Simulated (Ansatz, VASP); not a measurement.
**TeAs2: VASP beside Ansatz**

```
CELL_PARAMETERS angstrom
-3.55645 3.55645 2.94052
3.55645 -3.55645 2.94052
3.55645 3.55645 -2.94052
ATOMIC_POSITIONS crystal
Te 0.75000 0.25000 0.50000
Te 0.00000 0.00000 0.00000
As 0.37500 0.62500 0.25000
As 0.37500 0.12500 0.75000
As 0.37500 0.62500 0.75000
As 0.87500 0.62500 0.25000
```

Alike in both runs: task single point; functional PBEsol; k mesh 8 × 8 × 8; occupations gaussian, width 0.1 eV; no spin polarisation.

```csv
,VASP,Ansatz
version,VASP 6.6.1,Ansatz 0.2.0
potentials or method,"VASP PAW PBE potentials, release 64 (Te, As), cutoff 520 eV","scalar-relativistic, plane waves, PAW"
valence electrons in the cell,32,92
```

|  | VASP | Ansatz | Ansatz less VASP |
| --- | --- | --- | --- |
| gap on the k mesh at the Fermi level (eV) | none | none | - |
| pressure (GPa) | -3.7 | -3.8 | -0.10 |
| traceless stress, the component that is largest in VASP (GPa) | -0.83 | -0.88 | -0.051 |

VASP's potentials were made for PBE, not for PBEsol. A gap of «none» marks a metal or a gap that the smearing closes. VASP's potentials hold 32 valence electrons a cell and Ansatz's 92, so a difference there can come from the potentials and not from the codes.

Neither program's run includes spin-orbit coupling.
